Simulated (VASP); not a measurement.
# SiC (Moissanite 3C) (F-43m) in VASP: a series of runs, part 2 of 2

VASP 6.6.1.

## Step 5: Single point, PBE

The input, INCAR:

```
PREC = Accurate
ENCUT = 520
EDIFF = 1E-6
ISMEAR = 0
SIGMA = 0.01
LREAL = F
LASPH = T
NELM = 80
ALGO = Normal
ISIF = 2
LWAVE = F
LCHARG = F
GGA = PE
NBANDS = 11
```

The input, KPOINTS:

```
regular mesh
0
Gamma
  9 9 9
```

The input, POSCAR:

```
SiC
1.0
    0.0000000000      2.1790000000      2.1790000000
    2.1790000000      0.0000000000      2.1790000000
    2.1790000000      2.1790000000      0.0000000000
Si C
1 1
Direct
    0.0000000000      0.0000000000      0.0000000000
    0.2500000000      0.2500000000      0.2500000000
```

Potentials or basis: VASP PAW PBE potentials, release 64 (Si, C).

Launch:

```
cat potpaw_PBE.64/Si/POTCAR potpaw_PBE.64/C/POTCAR > POTCAR
mpirun -np 1 vasp_std > vasp.out
```

OUTCAR:

```text
PREC = Accurate
   ENCUT = 520
   EDIFF = 1E-6
   ISMEAR = 0
   LREAL = F
   LASPH = T
   NELM = 80
   ISIF = 2
   GGA = PE

 ion  position               nearest neighbor table
   1  0.000  0.000  0.000-   2 1.89   2 1.89   2 1.89   2 1.89
   2  0.250  0.250  0.250-   1 1.89   1 1.89   1 1.89   1 1.89

  LATTYP: Found a face centered cubic cell.
 ALAT       =     4.3580000000

  Lattice vectors:

 A1 = (   0.0000000000,   2.1790000000,   2.1790000000)
 A2 = (   2.1790000000,   0.0000000000,   2.1790000000)
 A3 = (   2.1790000000,   2.1790000000,   0.0000000000)

Analysis of symmetry for initial positions (statically):
=====================================================================
 Subroutine PRICEL returns:
 Original cell was already a primitive cell.

 Routine SETGRP: Setting up the symmetry group for a
 face centered cubic supercell.

 Subroutine GETGRP returns: Found 24 space group operations
 (whereof 24 operations were pure point group operations)
 out of a pool of 48 trial point group operations.

The static configuration has the point symmetry T_d .

Analysis of symmetry for dynamics (positions and initial velocities):
=====================================================================
 Subroutine PRICEL returns:
 Original cell was already a primitive cell.

 Routine SETGRP: Setting up the symmetry group for a
 face centered cubic supercell.

 Subroutine GETGRP returns: Found 24 space group operations
 (whereof 24 operations were pure point group operations)
 out of a pool of 48 trial point group operations.

The dynamic configuration has the point symmetry T_d .

 Subroutine INISYM returns: Found 24 space group operations
 (whereof 24 operations are pure point group operations),
 and found     1 'primitive' translations

----------------------------------------------------------------------------------------

                                     Primitive cell

  volume of cell :      20.6920

  direct lattice vectors                    reciprocal lattice vectors
     0.000000000  2.179000000  2.179000000    -0.229463056  0.229463056  0.229463056
     2.179000000  0.000000000  2.179000000     0.229463056 -0.229463056  0.229463056
     2.179000000  2.179000000  0.000000000     0.229463056  0.229463056 -0.229463056

  length of vectors
     3.081571352  3.081571352  3.081571352     0.397441672  0.397441672  0.397441672

  position of ions in fractional coordinates (direct lattice)
     0.000000000  0.000000000  0.000000000
     0.250000000  0.250000000  0.250000000

  ion indices of the primitive-cell ions
   primitive index   ion index
                 1           1
                 2           2

----------------------------------------------------------------------------------------

 KPOINTS: regular mesh

Automatic generation of k-mesh.
 Grid dimensions read from file:
 generate k-points for:    9    9    9

 Generating k-lattice:

  Cartesian coordinates                     Fractional coordinates (reciprocal lattice)
    -0.025495895  0.025495895  0.025495895     0.111111111  0.000000000  0.000000000
     0.025495895 -0.025495895  0.025495895     0.000000000  0.111111111  0.000000000
     0.025495895  0.025495895 -0.025495895     0.000000000  0.000000000  0.111111111

  Length of vectors
     0.044160186  0.044160186  0.044160186

  Shift w.r.t. Gamma in fractional coordinates (k-lattice)
     0.000000000  0.000000000  0.000000000

 Subroutine IBZKPT returns following result:
 ===========================================

 Found     35 irreducible k-points:

 Following reciprocal coordinates:
            Coordinates               Weight
  0.000000  0.000000  0.000000      1.000000
  0.111111  0.000000  0.000000      8.000000
  0.222222  0.000000  0.000000      8.000000
  0.333333  0.000000  0.000000      8.000000
  0.444444  0.000000  0.000000      8.000000
  0.111111  0.111111  0.000000      6.000000
[... 16 lines left out ...]
 -0.333333  0.333333  0.000000     12.000000
  0.444444  0.444444  0.000000      6.000000
 [... further k-points ...]
   k-points           NKPTS =     35   k-points in BZ     NKDIM =     35   number of bands    NBANDS=     11
   number of dos      NEDOS =    301   number of ions     NIONS =      2
   total plane-waves  NPLWV =  13824
   dimension x,y,z NGX =    24 NGY =   24 NGZ =   24
   dimension x,y,z NGXF=    48 NGYF=   48 NGZF=   48
   ions per type =               1   1
   NGX,Y,Z   is equivalent  to a cutoff of  12.95, 12.95, 12.95 a.u.
   NGXF,Y,Z  is equivalent  to a cutoff of  25.90, 25.90, 25.90 a.u.
 SYSTEM =  unknown system
   PREC   = accura    normal or accurate (medium, high low for compatibility)
   ISTART =      0    job   : 0-new  1-cont  2-samecut
   ICHARG =      2    charge: 1-file 2-atom 10-const
   ISPIN  =      1    spin polarized calculation?
   LNONCOLLINEAR =      F non collinear calculations
   LSORBIT =      F    spin-orbit coupling
   LASPH  =      T    aspherical Exc in radial PAW
   ENCUT  =  520.0 eV  38.22 Ry    6.18 a.u.   5.73  5.73  5.73*2*pi/ulx,y,z
   NELM   =     80;   NELMIN=  2; NELMDL= -5     # of ELM steps
   EDIFF  = 0.1E-05   stopping-criterion for ELM
   LREAL  =      F    real-space projection
   EDIFFG = 0.1E-04   stopping-criterion for IOM
   NSW    =      0    number of steps for IOM
   IBRION =     -1    ionic relax: 0-MD 1-quasi-New 2-CG
   NFREE  =      0    steps in history (QN), initial steepest desc. (CG)
   ISIF   =      2    stress and relaxation
   ISYM   =      2    0-nonsym 1-usesym 2-fastsym
   POTIM  = 0.5000    time-step for ionic-motion
   TEBEG  =    0.0;   TEEND  =   0.0 temperature during run
   PSTRESS=    0.0 pullay stress
   NELECT =       8.0000    total number of electrons
   NUPDOWN=      -1.0000    fix difference up-down
   EMIN   =  10.00;   EMAX   =-10.00  energy-range for DOS
   EFERMI =   0.00;   METHOD = LEGACY
   ISMEAR =     0;   SIGMA  =   0.01  broadening in eV -4-tet -1-fermi 0-gaus
   EFERMI_NEDOS =   21; number of points for ismear=-14 and -15
   IALGO  =     38    algorithm
   IMIX   =      4    mixing-type and parameters
     AMIX     =   0.40;   BMIX     =  1.00
     AMIX_MAG =   1.60;   BMIX_MAG =  1.00
  volume/ion in A,a.u.               =      10.35        69.82
  Fermi-wavevector in a.u.,A,eV,Ry     =   1.192626  2.253736 19.352338  1.422357
  Thomas-Fermi vector in A             =   2.328660
   LORBIT       =      0    0 simple, 1 ext, 2 COOP (PROOUT), +10 PAW based schemes
   GGA     = PE    functional components
   LHFCALC =     F    Hartree Fock is set to
   AEXX    =    0.0000 exact exchange contribution
   IVDW    =     0    specifies the selected vdW correction
   LEPSILON=     F    determine dielectric tensor
   LRPA    =     F    only Hartree local field effects (RPA)
 non-spin polarized calculation
 Gauss-broadening in eV      SIGMA  =   0.01
  energy-cutoff  :      520.00
  volume of cell :       20.69
 maximum number of plane-waves:       568
   NGX = 11   NGY = 11   NGZ = 11

 number of electron       8.0000001 magnetization

 Free energy of the ion-electron system (eV)
  ---------------------------------------------------
  ext. energy  EPLUGINS =         0.00000000
  ---------------------------------------------------
  free energy    TOTEN  =       -15.05744408 eV

  energy without entropy =      -15.05744408  energy(sigma->0) =      -15.05744408

 E-fermi :   8.1661     XC(G=0): -11.3562

 val. band max:        8.1072755498   @ k =   0.0000   0.0000   0.0000
 cond. band min:       9.6093097293   @ k =   0.4444   0.4444   0.0000
 fundamental gap:      1.5020341795
 Fermi energy:         8.1661226021

 k-point     1 :       0.0000    0.0000    0.0000
  band No.  band energies     occupation
      1      -7.2962      2.00000
      2       8.1073      2.00000
      3       8.1073      2.00000
      4       8.1073      2.00000
      5      14.3411      0.00000
      6      15.4144      0.00000
      7      15.4144      0.00000
      8      15.4144      0.00000
      9      22.6135      0.00000
     10      22.6135      0.00000
     11      24.5875      0.00000
[... 309 lines left out ...]
 k-point    24 :       0.4444    0.4444    0.0000
  band No.  band energies     occupation
      1      -2.7415      2.00000
      2       0.8352      2.00000
      3       4.9880      2.00000
      4       4.9880      2.00000
      5       9.6093      0.00000
      6      12.5264      0.00000
      7      21.8774      0.00000
      8      21.8774      0.00000
      9      22.6671      0.00000
     10      27.7597      0.00000
     11      30.5282      0.00000

 [... further k-points ...]
[... 5 lines left out ...]
  --------------------------------------------------------------------------------------
  -------------------------------------------------------------------------------------
  Total        0.4151711      0.4151711      0.4151711     -0.0000000      0.0000000     -0.0000000
  in kB       32.1466676     32.1466676     32.1466676     -0.0000000      0.0000000     -0.0000000
  external PRESSURE =      32.1466676 kB  Pullay stress =       0.0000000 kB

 VOLUME and BASIS-vectors are now :
 -----------------------------------------------------------------------------
  energy-cutoff  :      520.00
  volume of cell :       20.69
      direct lattice vectors                 reciprocal lattice vectors
     0.000000000  2.179000000  2.179000000    -0.229463056  0.229463056  0.229463056
     2.179000000  0.000000000  2.179000000     0.229463056 -0.229463056  0.229463056
     2.179000000  2.179000000  0.000000000     0.229463056  0.229463056 -0.229463056

 POSITION                                       TOTAL-FORCE (eV/Angst)
 -----------------------------------------------------------------------------------
      0.00000      0.00000      0.00000         0.000000     -0.000000     -0.000000
      1.08950      1.08950      1.08950        -0.000000      0.000000      0.000000
 -----------------------------------------------------------------------------------
    total drift:                                0.000000      0.000000      0.000000

  FREE ENERGIE OF THE ION-ELECTRON SYSTEM (eV)
  ---------------------------------------------------
  free  energy   TOTEN  =       -15.0574440838 eV

  energy  without entropy=      -15.0574440838  energy(sigma->0) =      -15.05744408
```

It took 4.6 s on 1 thread of Intel Xeon Platinum 8375C at 2.90GHz (Ice Lake), shared host; peak memory 0.13 GiB.

What came out:

| Item | Value |
| --- | --- |
| Free energy | -15.0574 eV |
| Pressure | 3.2 GPa |
| Band gap on the k mesh | 1.50 eV, indirect (least direct gap 4.62 eV) |

A k mesh can miss the band edges. PBE gaps usually lie below the measured ones, often by a third to a half.

## Step 6: Single point, PBE

The input, INCAR:

```
SYSTEM = SiC
PREC = Accurate
ENCUT = 520
EDIFF = 1E-7
ISMEAR = 0
SIGMA = 0.01
LREAL = .False.
LASPH = .True.
NELM = 60
ALGO = Normal
ISIF = 2
LWAVE = .False.
LCHARG = .False.
GGA = PE
NBANDS = 11
```

The input, KPOINTS:

```
Automatic mesh
0
Gamma
  11 11 11
  0 0 0
```

POSCAR is that of step 5.

Potentials or basis: VASP PAW PBE potentials, release 64 (Si, C).

Launch:

```
cat potpaw_PBE.64/Si/POTCAR potpaw_PBE.64/C/POTCAR > POTCAR
mpirun -np 1 vasp_std > vasp.out
```

Wall time 6.6 s (1 thread of Intel Xeon Platinum 8375C at 2.90GHz (Ice Lake), shared host); peak memory 0.14 GiB.

The run converged. Its results:

- Free energy: -15.0578 eV
- Pressure: 3.2 GPa
- Band gap on the k mesh: 1.45 eV, indirect (least direct gap 4.60 eV)

Levels at points of the mesh, in eV from the valence-band top:
| k point | band 1 | band 2 | band 3 | band 4 | band 5 | band 6 | band 7 | band 8 |
| --- | --- | --- | --- | --- | --- | --- | --- | --- |
| (0.00, 0.00, 0.00) | -15.40 | 0.00 | 0.00 | 0.00 | 6.23 | 7.31 | 7.31 | 7.31 |

A k mesh can miss the band edges. Expect the measured gap to be larger: semilocal functionals such as PBE lack the derivative discontinuity.

## Step 7: The runs side by side

```tsv
k mesh	gap on the mesh (eV)	pressure (GPa)
3 × 3 × 3	2.50	4.8
4 × 4 × 4	1.31	3.6
5 × 5 × 5	1.81	3.3
9 × 9 × 9	1.50	3.2
11 × 11 × 11	1.45	3.2
```

Alike in all rows: task single point; level PBE; potentials or basis VASP PAW PBE potentials, release 64 (Si, C); no spin polarisation; cell as given; cutoff (eV) 520; smearing gaussian 0.01 eV.

Caveats: some runs use coarse meshes.

Total energies depend on the potentials used, so only differences within one code and one set of settings carry meaning.
